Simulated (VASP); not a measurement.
# W8C8NO in VASP: single point with PBE+D3(BJ)

Aim: the single point of W8C8NO with PBE+D3(BJ).

All numbers are computed with VASP 6.6.1; they aren't measurements. Logs are shortened: lines on timing, memory, paths and dates and some standing lists are left out, and cuts for length are marked.

### 1 The cell of the first run

The cell holds a slab with vacuum, 18 atoms: a = 5.714 Å, b = 5.604 Å, c = 16.123 Å, α = 90.00°, β = 90.00°, γ = 90.00°.

### 2 Single point, PBE+D3(BJ)

File INCAR:

```
SYSTEM = W8C8NO
PREC = Accurate
ENCUT = 520
EDIFF = 1E-6
ISMEAR = 0
SIGMA = 0.05
LREAL = Auto
LASPH = .True.
NELM = 100
ALGO = Normal
ISIF = 2
LWAVE = .False.
LCHARG = .False.
GGA = PE
IVDW = 12
NBANDS = 92
```

File KPOINTS:

```
regular mesh
0
Gamma
  4 5 1
  0 0 0
```

File POSCAR:

```
W8C8NO
1.0
    5.7136600000      0.0000000000      0.0000000000
    0.0000000000      5.6044600000      0.0000000000
    0.0000000000      0.0000000000     16.1234790000
W C N O
8 8 1 1
Direct
    0.0000000000      0.0000000000      0.0620213541
    0.2508661698      0.0072222837      0.2177180248
    0.0000000000      0.5000000000      0.0620213541
    0.2489185566      0.4998401273      0.2173186693
    0.5000000000      0.0000000000      0.0620213541
    0.7473337580      0.0061947092      0.2139668492
    0.5000000000      0.5000000000      0.0620213541
    0.7469567668      0.4996019242      0.2151869953
    0.4991497569      0.2518312201      0.1569091881
    0.4103795116      0.2611368446      0.3026520517
    0.4950317310      0.7514153014      0.1612562649
    0.2878527949      0.7553239741      0.3180694439
    0.9999361180      0.2519375640      0.1628982182
    0.6374353742      0.2771942346      0.3393913931
    0.9931728524      0.7523113734      0.1630855847
    0.7211438903      0.7622950293      0.3147800174
    0.5047410941      0.7624914800      0.3322637131
    0.7527784292      0.2817265178      0.4013084893
```

Potentials or basis: VASP PAW PBE potentials, release 64 (W_sv, C, N, O).

Command:

```sh
$ cat potpaw_PBE.64/W_sv/POTCAR potpaw_PBE.64/C/POTCAR potpaw_PBE.64/N/POTCAR potpaw_PBE.64/O/POTCAR > POTCAR
$ mpirun -np 1 vasp_std > vasp.out
```

OUTCAR:

```text
SYSTEM = W8C8NO
   PREC = Accurate
   ENCUT = 520
   EDIFF = 1E-6
   ISMEAR = 0
   LREAL = Auto
   LASPH = .True.
   NELM = 100
   ISIF = 2
   GGA = PE
   IVDW = 12
 IVDW          = 12

 ion  position               nearest neighbor table
   1  0.000  0.000  0.062-  15 2.14  13 2.15   3 2.80   3 2.80   6 2.84   5 2.86   5 2.86   2 2.89

   2  0.251  0.007  0.218-  12 2.16  13 2.17  10 2.18  11 2.20   9 2.20  15 2.23   4 2.76   6 2.84
                             4 2.84   6 2.88   5 2.89   1 2.89
   3  0.000  0.500  0.062-  13 2.14  15 2.16   1 2.80   1 2.80   7 2.86   7 2.86   8 2.86   4 2.88

   4  0.249  0.500  0.217-  10 2.13  13 2.17  12 2.18  11 2.19  15 2.21   9 2.22   2 2.76   2 2.84
                             8 2.85   8 2.87   3 2.88   7 2.89
   5  0.500  0.000  0.062-   9 2.08  11 2.12   7 2.80   7 2.80   6 2.83   1 2.86   1 2.86   2 2.89

   6  0.747  0.006  0.214-  16 2.13  13 2.16  15 2.16   9 2.18  11 2.20  14 2.61   8 2.77   5 2.83
                             2 2.84   8 2.84   1 2.84   2 2.88
   7  0.500  0.500  0.062-   9 2.07  11 2.13   5 2.80   5 2.80   8 2.84   3 2.86   3 2.86   4 2.89

   8  0.747  0.500  0.215-  15 2.17  13 2.17  16 2.18   9 2.19  11 2.20  14 2.44  10 2.73   6 2.77
                             6 2.84   7 2.84   4 2.85   3 2.86   4 2.87
   9  0.499  0.252  0.157-   7 2.07   5 2.08   6 2.18   8 2.19   2 2.20   4 2.22
  10  0.410  0.261  0.303-  14 1.43   4 2.13   2 2.18   8 2.73
  11  0.495  0.751  0.161-   5 2.12   7 2.13   4 2.19   8 2.20   2 2.20   6 2.20
  12  0.288  0.755  0.318-  17 1.26   2 2.16   4 2.18
  13  1.000  0.252  0.163-   3 2.14   1 2.15   6 2.16   2 2.17   4 2.17   8 2.17
  14  0.637  0.277  0.339-  18 1.20  10 1.43   8 2.44   6 2.61
  15  0.993  0.752  0.163-   1 2.14   3 2.16   6 2.16   8 2.17   4 2.21   2 2.23
  16  0.721  0.762  0.315-  17 1.27   6 2.13   8 2.18
  17  0.505  0.762  0.332-  12 1.26  16 1.27
  18  0.753  0.282  0.401-  14 1.20

  LATTYP: Found a simple orthorhombic cell.
 ALAT       =     5.6044600000
 B/A-ratio  =     1.0194844820
 C/A-ratio  =     2.8769014321

  Lattice vectors:

 A1 = (   0.0000000000,  -5.6044600000,   0.0000000000)
 A2 = (   5.7136600000,   0.0000000000,   0.0000000000)
 A3 = (   0.0000000000,   0.0000000000,  16.1234790000)

Analysis of symmetry for initial positions (statically):
=====================================================================
 Subroutine PRICEL returns:
 Original cell was already a primitive cell.

 Routine SETGRP: Setting up the symmetry group for a
 simple orthorhombic supercell.

 Subroutine GETGRP returns: Found  1 space group operations
 (whereof  1 operations were pure point group operations)
 out of a pool of  8 trial point group operations.

The static configuration has the point symmetry C_1 .

Analysis of symmetry for dynamics (positions and initial velocities):
=====================================================================
 Subroutine PRICEL returns:
 Original cell was already a primitive cell.

 Routine SETGRP: Setting up the symmetry group for a
 simple orthorhombic supercell.

 Subroutine GETGRP returns: Found  1 space group operations
 (whereof  1 operations were pure point group operations)
 out of a pool of  8 trial point group operations.

The dynamic configuration has the point symmetry C_1 .

 Subroutine INISYM returns: Found  1 space group operations
 (whereof  1 operations are pure point group operations),
 and found     1 'primitive' translations

----------------------------------------------------------------------------------------

                                     Primitive cell

  volume of cell :     516.3057

  direct lattice vectors                    reciprocal lattice vectors
     5.713660000  0.000000000  0.000000000     0.175019165  0.000000000  0.000000000
     0.000000000  5.604460000  0.000000000     0.000000000  0.178429322  0.000000000
     0.000000000  0.000000000 16.123479000     0.000000000  0.000000000  0.062021354

  length of vectors
     5.713660000  5.604460000 16.123479000     0.175019165  0.178429322  0.062021354

  position of ions in fractional coordinates (direct lattice)
     0.000000000  0.000000000  0.062021354
     0.250866170  0.007222284  0.217718025
     0.000000000  0.500000000  0.062021354
     0.248918557  0.499840127  0.217318669
     0.500000000  0.000000000  0.062021354
     0.747333758  0.006194709  0.213966849
[... 10 lines left out ...]
     0.504741094  0.762491480  0.332263713
     0.752778429  0.281726518  0.401308489

  ion indices of the primitive-cell ions
   primitive index   ion index
                 1           1
                 2           2
                 3           3
                 4           4
                 5           5
                 6           6
[... 10 lines left out ...]
                17          17
                18          18

----------------------------------------------------------------------------------------

 KPOINTS: regular mesh

Automatic generation of k-mesh.
 Grid dimensions read from file:
 generate k-points for:    4    5    1

 Generating k-lattice:

  Cartesian coordinates                     Fractional coordinates (reciprocal lattice)
     0.043754791  0.000000000  0.000000000     0.250000000  0.000000000  0.000000000
     0.000000000  0.035685864  0.000000000     0.000000000  0.200000000  0.000000000
     0.000000000  0.000000000  0.062021354     0.000000000  0.000000000  1.000000000

  Length of vectors
     0.043754791  0.035685864  0.062021354

  Shift w.r.t. Gamma in fractional coordinates (k-lattice)
     0.000000000  0.000000000  0.000000000

 Subroutine IBZKPT returns following result:
 ===========================================

 Found     11 irreducible k-points:

 Following reciprocal coordinates:
            Coordinates               Weight
  0.000000  0.000000  0.000000      1.000000
  0.250000  0.000000  0.000000      2.000000
  0.500000  0.000000  0.000000      1.000000
  0.000000  0.200000  0.000000      2.000000
  0.250000  0.200000  0.000000      2.000000
 -0.250000  0.200000  0.000000      2.000000
  0.500000  0.200000  0.000000      2.000000
  0.000000  0.400000  0.000000      2.000000
  0.250000  0.400000  0.000000      2.000000
 -0.250000  0.400000  0.000000      2.000000
  0.500000  0.400000  0.000000      2.000000
   k-points           NKPTS =     11   k-points in BZ     NKDIM =     11   number of bands    NBANDS=     92
   number of dos      NEDOS =    301   number of ions     NIONS =     18
   total plane-waves  NPLWV = 211680
   dimension x,y,z NGX =    42 NGY =   42 NGZ =  120
   dimension x,y,z NGXF=    84 NGYF=   84 NGZF=  240
   ions per type =               8   8   1   1
   NGX,Y,Z   is equivalent  to a cutoff of  12.22, 12.46, 12.37 a.u.
   NGXF,Y,Z  is equivalent  to a cutoff of  24.44, 24.92, 24.75 a.u.
 SYSTEM =  W8C8NO
   PREC   = accura    normal or accurate (medium, high low for compatibility)
   ISTART =      0    job   : 0-new  1-cont  2-samecut
   ICHARG =      2    charge: 1-file 2-atom 10-const
   ISPIN  =      1    spin polarized calculation?
   LNONCOLLINEAR =      F non collinear calculations
   LSORBIT =      F    spin-orbit coupling
   LASPH  =      T    aspherical Exc in radial PAW
   ENCUT  =  520.0 eV  38.22 Ry    6.18 a.u.  10.62 10.42 29.98*2*pi/ulx,y,z
   NELM   =    100;   NELMIN=  2; NELMDL= -5     # of ELM steps
   EDIFF  = 0.1E-05   stopping-criterion for ELM
   LREAL  =      T    real-space projection
   EDIFFG = 0.1E-04   stopping-criterion for IOM
   NSW    =      0    number of steps for IOM
   IBRION =     -1    ionic relax: 0-MD 1-quasi-New 2-CG
   NFREE  =      0    steps in history (QN), initial steepest desc. (CG)
   ISIF   =      2    stress and relaxation
   ISYM   =      2    0-nonsym 1-usesym 2-fastsym
   POTIM  = 0.5000    time-step for ionic-motion
   TEBEG  =    0.0;   TEEND  =   0.0 temperature during run
   PSTRESS=    0.0 pullay stress
   NELECT =     155.0000    total number of electrons
   NUPDOWN=      -1.0000    fix difference up-down
   EMIN   =  10.00;   EMAX   =-10.00  energy-range for DOS
   EFERMI =   0.00;   METHOD = LEGACY
   ISMEAR =     0;   SIGMA  =   0.05  broadening in eV -4-tet -1-fermi 0-gaus
   EFERMI_NEDOS =   21; number of points for ismear=-14 and -15
   IALGO  =     38    algorithm
   IMIX   =      4    mixing-type and parameters
     AMIX     =   0.40;   BMIX     =  1.00
     AMIX_MAG =   1.60;   BMIX_MAG =  1.00
  volume/ion in A,a.u.               =      28.68       193.57
  Fermi-wavevector in a.u.,A,eV,Ry     =   1.096183  2.071486 16.348996  1.201617
  Thomas-Fermi vector in A             =   2.232520
   LORBIT       =      0    0 simple, 1 ext, 2 COOP (PROOUT), +10 PAW based schemes
   GGA     = PE    functional components
   LHFCALC =     F    Hartree Fock is set to
   AEXX    =    0.0000 exact exchange contribution
   IVDW    =    12    specifies the selected vdW correction
   LEPSILON=     F    determine dielectric tensor
   LRPA    =     F    only Hartree local field effects (RPA)
 non-spin polarized calculation
 Gauss-broadening in eV      SIGMA  =   0.05
  energy-cutoff  :      520.00
  volume of cell :      516.31
 maximum number of plane-waves:     13955
   NGX = 21   NGY = 21   NGZ = 59

 number of electron     154.9999994 magnetization

 Free energy of the ion-electron system (eV)
  ---------------------------------------------------
  ext. energy  EPLUGINS =         0.00000000
  ---------------------------------------------------
  free energy    TOTEN  =      -174.92124711 eV

  energy without entropy =     -174.90424963  energy(sigma->0) =     -174.91274837

 E-fermi :   0.5677     XC(G=0):  -6.1458

 val. band max:        0.5597471921   @ k =   0.0000   0.2000   0.0000
 cond. band min:       0.5685545721   @ k =   0.5000   0.0000   0.0000
 fundamental gap:      0.0088073800
 Fermi energy:         0.5676694867

 k-point     1 :       0.0000    0.0000    0.0000
  band No.  band energies     occupation
      1     -73.9566      2.00000
      2     -73.9189      2.00000
      3     -73.9045      2.00000
      4     -73.8652      2.00000
      5     -73.7821      2.00000
      6     -73.7444      2.00000
[... 1001 lines left out ...]
     88       1.7708      0.00000
     89       1.9019      0.00000
 [bands above 89 left out]

------------------------ aborting loop because EDIFF is reached ----------------------------------------

 Edisp (eV)   -4.57375

 E8    (eV) :    -2.1306

  FORCE on cell =-STRESS in cart. coord.  units (eV):
  Direction    XX          YY          ZZ          XY          YZ          ZX
  --------------------------------------------------------------------------------------
  -------------------------------------------------------------------------------------
  Total     -13.67164     0.45997    -0.42928    -0.74535    -2.08142     1.08997
  in kB     -42.42523     1.42737    -1.33212    -2.31292    -6.45898     3.38234
  external pressure =      -14.11 kB  Pullay stress =        0.00 kB

 VOLUME and BASIS-vectors are now :
 -----------------------------------------------------------------------------
  energy-cutoff  :      520.00
  volume of cell :      516.31
      direct lattice vectors                 reciprocal lattice vectors
     5.713660000  0.000000000  0.000000000     0.175019165  0.000000000  0.000000000
     0.000000000  5.604460000  0.000000000     0.000000000  0.178429322  0.000000000
     0.000000000  0.000000000 16.123479000     0.000000000  0.000000000  0.062021354

 POSITION                                       TOTAL-FORCE (eV/Angst)
 -----------------------------------------------------------------------------------
      0.00000      0.00000      1.00000         0.021544     -0.143783      0.315824
      1.43336      0.04048      3.51037        -0.022110      0.043075     -0.100510
      0.00000      2.80223      1.00000        -0.021443      0.352524      0.361840
      1.42224      2.80133      3.50393        -0.057486      0.040989     -0.110688
      2.85683      0.00000      1.00000        -0.163873     -0.353746     -0.310221
      4.27001      0.03472      3.44989        -0.021412      0.064079      0.121215
[... 10 lines left out ...]
      2.88392      4.27335      5.35725         0.166326     -0.039852     -0.143123
      4.30112      1.57892      6.47049         0.255555     -0.024104      0.383739
 -----------------------------------------------------------------------------------
    total drift:                                0.014106     -0.023662      0.004270

  FREE ENERGIE OF THE ION-ELECTRON SYSTEM (eV)
  ---------------------------------------------------
  free  energy   TOTEN  =      -179.4949947592 eV

  energy  without entropy=     -179.4779972774  energy(sigma->0) =     -179.48649602
```

Wall time 38 min (1 thread of Intel Xeon 8259CL, shared host); peak memory 0.68 GiB.

What came out:

- Free energy: -179.4950 eV
- Largest force: 1.723 eV/Å
- Band gap on the k mesh: zero (an odd number of electrons rules out a gap without spin polarisation)
- Dispersion energy per atom: -0.254 eV

Forces in eV/Å, atoms in the order of the input:
```
W    0.022 -0.144  0.316
W   -0.022  0.043 -0.101
W   -0.021  0.353  0.362
W   -0.057  0.041 -0.111
W   -0.164 -0.354 -0.310
W   -0.021  0.064  0.121
W   -0.150  0.499 -0.195
W   -0.018 -0.029  0.026
C   -0.004  0.006 -0.131
C    1.713  0.075 -0.171
C   -0.076  0.030 -0.024
C   -0.110  0.015  0.025
C    0.026  0.014  0.101
C   -1.556 -0.497 -0.297
C   -0.018  0.036  0.000
C    0.036 -0.088  0.148
N    0.166 -0.040 -0.143
O    0.256 -0.024  0.384
```

Caveat: there is no dipole correction, which matters where the two faces differ; spin-orbit coupling is left out, which moves the levels of the heavy elements; an odd number of electrons without spin polarisation forces a metal; a magnetic or distorted state may lie lower.
